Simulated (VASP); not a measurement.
# Hf12H (a cell with a defect) in VASP: notebook, part 2 of 3

VASP 6.6.1. Earlier steps stand in the parts before.

## 3. Single point, PBE

The input, INCAR:

```
PREC = Accurate
ENCUT = 520
EDIFF = 1E-7
ISMEAR = -1
SIGMA = 0.1
LREAL = F
LASPH = T
NELM = 60
ALGO = Normal
ISIF = 2
LWAVE = F
LCHARG = F
GGA = PE
NBANDS = 72
```

The input, KPOINTS:

```
Automatic mesh
0
Gamma
  3 2 3
```

The input, POSCAR:

```
Hf12H
1.0
    6.4000000000      0.0000000000      0.0000000000
   -4.8000000000      8.3138440000      0.0000000000
    0.0000000000      0.0000000000      5.0624000000
Hf H
12 1
Direct
    0.0680984637      0.0334021182      0.0143212705
    0.1908529083      0.2298455444      0.4761970607
    0.0026487454      0.3048649939     -0.0009284134
    0.1789806335      0.5650575113      0.4860935525
   -0.0253131329      0.6713741562      0.0170077434
    0.1715433453      0.8816619605      0.5033778445
    0.5026169613     -0.0036565517      0.0129582807
    0.6798551395      0.2252026860      0.4929480088
    0.5482033524      0.3372086366      0.0293931732
    0.6469880306      0.5404840408      0.5080791719
    0.4945593105      0.6678499140      0.0208596713
    0.6769191449      0.8896005265      0.4865281290
    0.8115241376      0.7755738501      0.7705436157
```

Potentials or basis: VASP PAW PBE potentials, release 64 (Hf_pv, H).

Command:

```
cat potpaw_PBE.64/Hf_pv/POTCAR potpaw_PBE.64/H/POTCAR > POTCAR
mpirun -np 1 vasp_std > vasp.out
```

OUTCAR:

```text
PREC = Accurate
   ENCUT = 520
   EDIFF = 1E-7
   ISMEAR = -1
   LREAL = F
   LASPH = T
   NELM = 60
   ISIF = 2
   GGA = PE

 ion  position               nearest neighbor table
   1  0.068  0.033  0.014-   3 2.84   2 2.86   7 2.97   9 3.00   6 3.11   2 3.18   6 3.20   5 3.22
                            12 3.23  12 3.44   7 3.45  11 3.59
   2  0.191  0.230  0.476-   1 2.86   3 2.94  10 2.96   9 3.01   3 3.14   8 3.15   1 3.18   8 3.25
                             4 3.26  12 3.28   6 3.29   9 3.43
   3  0.003  0.305  0.999-   1 2.84   2 2.94   9 3.08   8 3.09   7 3.09   8 3.14   2 3.14   4 3.28
                            11 3.33   9 3.35   4 3.38   5 3.61
   4  0.179  0.565  0.486-  11 2.93   6 3.06   5 3.12  10 3.12  12 3.15  11 3.22   8 3.23   2 3.26
                             3 3.28  10 3.30   5 3.36   3 3.38
   5  0.975  0.671  0.017-  13 2.17   9 3.00   6 3.03  11 3.06  10 3.09   4 3.12   6 3.14  10 3.16
                             1 3.22   7 3.26  11 3.34   4 3.36   3 3.61
   6  0.172  0.882  0.503-   5 3.03   4 3.06   7 3.09   1 3.11   5 3.14   7 3.17   1 3.20  12 3.20
                            12 3.21   8 3.28   2 3.29  10 3.32
   7  0.503  0.996  0.013-   1 2.97  12 3.03   8 3.09   6 3.09   3 3.09  11 3.13   9 3.14   6 3.17
                            12 3.25   8 3.25   5 3.26   1 3.45
   8  0.680  0.225  0.493-   9 2.88   3 3.09   7 3.09   3 3.14  10 3.14   2 3.15   9 3.19  12 3.21
                             4 3.23   7 3.25   2 3.25   6 3.28
   9  0.548  0.337  0.029-   8 2.88  10 2.97   5 3.00   1 3.00   2 3.01   3 3.08   7 3.14  10 3.15
                             8 3.19   3 3.35  11 3.36   2 3.43
  10  0.647  0.540  0.508-  13 2.36   2 2.96   9 2.97   5 3.09  11 3.12   4 3.12   8 3.14   9 3.15
                             5 3.16  11 3.22  12 3.26   4 3.30   6 3.32
  11  0.495  0.668  0.021-  13 2.17   4 2.93  12 2.99   5 3.06  10 3.12   7 3.13  10 3.22   4 3.22
                            12 3.28   3 3.33   5 3.34   9 3.36   1 3.59
  12  0.677  0.890  0.487-  13 2.23  11 2.99   7 3.03   4 3.15   6 3.20   6 3.21   8 3.21   1 3.23
                             7 3.25  10 3.26  11 3.28   2 3.28   1 3.44
  13  0.812  0.776  0.771-   5 2.17  11 2.17  12 2.23  10 2.36

  LATTYP: Found a simple monoclinic cell.
 ALAT       =     6.4000000000
 B/A-ratio  =     0.7910000000
 C/A-ratio  =     1.3228756745
 COS(beta)  =    -0.1889822338

  Lattice vectors:

 A1 = (   6.4000000000,   0.0000000000,   0.0000000000)
 A2 = (   0.0000000000,   0.0000000000,   5.0624000000)
 A3 = (  -1.6000000000,  -8.3138440000,   0.0000000000)

Analysis of symmetry for initial positions (statically):
=====================================================================
 Subroutine PRICEL returns:
 Original cell was already a primitive cell.

 Routine SETGRP: Setting up the symmetry group for a
 simple monoclinic supercell.

 Subroutine GETGRP returns: Found  1 space group operations
 (whereof  1 operations were pure point group operations)
 out of a pool of  4 trial point group operations.

The static configuration has the point symmetry C_1 .

Analysis of symmetry for dynamics (positions and initial velocities):
=====================================================================
 Subroutine PRICEL returns:
 Original cell was already a primitive cell.

 Routine SETGRP: Setting up the symmetry group for a
 simple monoclinic supercell.

 Subroutine GETGRP returns: Found  1 space group operations
 (whereof  1 operations were pure point group operations)
 out of a pool of  4 trial point group operations.

The dynamic configuration has the point symmetry C_1 .

 Subroutine INISYM returns: Found  1 space group operations
[... 114 lines left out ...]
   PREC   = accura    normal or accurate (medium, high low for compatibility)
   ISTART =      0    job   : 0-new  1-cont  2-samecut
   ICHARG =      2    charge: 1-file 2-atom 10-const
   ISPIN  =      1    spin polarized calculation?
   LNONCOLLINEAR =      F non collinear calculations
   LSORBIT =      F    spin-orbit coupling
   LASPH  =      T    aspherical Exc in radial PAW
   ENCUT  =  520.0 eV  38.22 Ry    6.18 a.u.  11.90 17.85  9.41*2*pi/ulx,y,z
   NELM   =     60;   NELMIN=  2; NELMDL= -5     # of ELM steps
   EDIFF  = 0.1E-06   stopping-criterion for ELM
   LREAL  =      F    real-space projection
   EDIFFG = 0.1E-05   stopping-criterion for IOM
   NSW    =      0    number of steps for IOM
   IBRION =     -1    ionic relax: 0-MD 1-quasi-New 2-CG
   NFREE  =      0    steps in history (QN), initial steepest desc. (CG)
   ISIF   =      2    stress and relaxation
   ISYM   =      2    0-nonsym 1-usesym 2-fastsym
   POTIM  = 0.5000    time-step for ionic-motion
   TEBEG  =    0.0;   TEEND  =   0.0 temperature during run
   PSTRESS=    0.0 pullay stress
   NELECT =     121.0000    total number of electrons
   NUPDOWN=      -1.0000    fix difference up-down
   EMIN   =  10.00;   EMAX   =-10.00  energy-range for DOS
   EFERMI =   0.00;   METHOD = LEGACY
   ISMEAR =    -1;   SIGMA  =   0.10  broadening in eV -4-tet -1-fermi 0-gaus
   EFERMI_NEDOS =   21; number of points for ismear=-14 and -15
   IALGO  =     38    algorithm
   IMIX   =      4    mixing-type and parameters
     AMIX     =   0.40;   BMIX     =  1.00
     AMIX_MAG =   1.60;   BMIX_MAG =  1.00
  volume/ion in A,a.u.               =      20.72       139.83
  Fermi-wavevector in a.u.,A,eV,Ry     =   1.253787  2.369314 21.388120  1.571982
  Thomas-Fermi vector in A             =   2.387623
   LORBIT       =      0    0 simple, 1 ext, 2 COOP (PROOUT), +10 PAW based schemes
   GGA     = PE    functional components
   LHFCALC =     F    Hartree Fock is set to
   AEXX    =    0.0000 exact exchange contribution
   IVDW    =     0    specifies the selected vdW correction
   LEPSILON=     F    determine dielectric tensor
   LRPA    =     F    only Hartree local field effects (RPA)
 non-spin polarized calculation
  energy-cutoff  :      520.00
  volume of cell :      269.36
 maximum number of plane-waves:      7282
   NGX = 23   NGY = 35   NGZ = 19

 number of electron     121.0000001 magnetization

 Free energy of the ion-electron system (eV)
  ---------------------------------------------------
  ext. energy  EPLUGINS =         0.00000000
  ---------------------------------------------------
  free energy    TOTEN  =      -121.64246529 eV

  energy without entropy =     -121.16835260  energy(sigma->0) =     -121.40540895

 E-fermi :   4.8828     XC(G=0): -11.2964

 val. band max:        4.8584267970   @ k =   0.3333   0.5000   0.3333
 cond. band min:       4.8868606869   @ k =   0.0000   0.5000   0.0000
 fundamental gap:      0.0284338899
 Fermi energy:         4.8828317198

 k-point     1 :       0.0000    0.0000    0.0000
  band No.  band energies     occupation
      1     -26.1530      2.00000
      2     -26.0156      2.00000
      3     -26.0034      2.00000
      4     -25.9595      2.00000
      5     -25.9318      2.00000
      6     -25.9184      2.00000
[... 739 lines left out ...]
     71       5.8208      0.00017
     72       6.1052      0.00001

------------------------ aborting loop because EDIFF is reached ----------------------------------------

  FORCE on cell =-STRESS in cart. coord.  units (eV):
  Direction    XX          YY          ZZ          XY          YZ          ZX
  --------------------------------------------------------------------------------------
  -------------------------------------------------------------------------------------
  Total        3.2974563      5.0949250      4.6943797     -0.2982200      0.1356858      0.1752504
  in kB       19.6133296     30.3047057     27.9222550     -1.7738182      0.8070614      1.0423927
  external PRESSURE =      25.9467635 kB  Pullay stress =       0.0000000 kB

 VOLUME and BASIS-vectors are now :
 -----------------------------------------------------------------------------
  energy-cutoff  :      520.00
  volume of cell :      269.36
      direct lattice vectors                 reciprocal lattice vectors
     6.400000000  0.000000000  0.000000000     0.156250000  0.090210978  0.000000000
    -4.800000000  8.313844000  0.000000000     0.000000000  0.120281304  0.000000000
     0.000000000  0.000000000  5.062400000     0.000000000  0.000000000  0.197534766

 POSITION                                       TOTAL-FORCE (eV/Angst)
 -----------------------------------------------------------------------------------
      0.27550      0.27770      0.07250        -0.655367     -1.658165     -0.734645
      0.11820      1.91090      2.41070         0.033559     -0.101731      1.300475
     -1.44640      2.53460      5.05770        -0.143974      1.835153     -0.227658
     -1.56680      4.69780      2.46080        -0.741289     -0.813257      0.531621
      3.01540      5.58170      0.08610         0.760004      0.021213     -0.122219
     -3.13410      7.33000      2.54830         0.129585      0.573359      0.001341
     -1.56570      8.28344      0.06560         0.251251     -0.124242     -0.276132
      3.27010      1.87230      2.49550         0.108030     -0.601686      0.597868
      1.88990      2.80350      0.14880        -0.649445      0.090960     -1.070130
      1.54640      4.49350      2.57210         0.064871      0.841365      0.460295
     -0.04050      5.55240      0.10560         0.092616     -0.444164     -0.674876
      0.06220      7.39600      2.46300         0.549316      0.400234      0.408465
      1.47100      6.44800      3.90080         0.200842     -0.019040     -0.194404
 -----------------------------------------------------------------------------------
    total drift:                               -0.000328     -0.000215      0.000028

  FREE ENERGIE OF THE ION-ELECTRON SYSTEM (eV)
  ---------------------------------------------------
  free  energy   TOTEN  =      -121.6424652949 eV

  energy  without entropy=     -121.1683526045  energy(sigma->0) =     -121.40540895
```

It took 11 min on 1 thread of Intel Xeon 8259CL, shared host; peak memory 0.44 GiB.

What came out:

| Quantity | Value |
| --- | --- |
| Free energy | -121.6425 eV |
| Pressure | 2.6 GPa |
| Largest force | 1.928 eV/Å |
| Band gap on the k mesh | zero (an odd number of electrons rules out a gap without spin polarisation) |

Forces in eV/Å, atoms in the order of the input:
```
Hf  -0.655 -1.658 -0.735
Hf   0.034 -0.102  1.300
Hf  -0.144  1.835 -0.228
Hf  -0.741 -0.813  0.532
Hf   0.760  0.021 -0.122
Hf   0.130  0.573  0.001
Hf   0.251 -0.124 -0.276
Hf   0.108 -0.602  0.598
Hf  -0.649  0.091 -1.070
Hf   0.065  0.841  0.460
Hf   0.093 -0.444 -0.675
Hf   0.549  0.400  0.408
H    0.201 -0.019 -0.194
```

Stress tensor (GPa, compression positive):
```
 1.96 -0.18  0.10
-0.18  3.03  0.08
 0.10  0.08  2.79
```

Caveat: the k points lie up to 0.41 Å⁻¹ apart, too coarse for converged energies and pressures of a metal; the atoms stand as in a frame of molecular dynamics; spin-orbit coupling is left out, which moves the levels of the heavy elements.

(Part 2 of 3 ends here.)
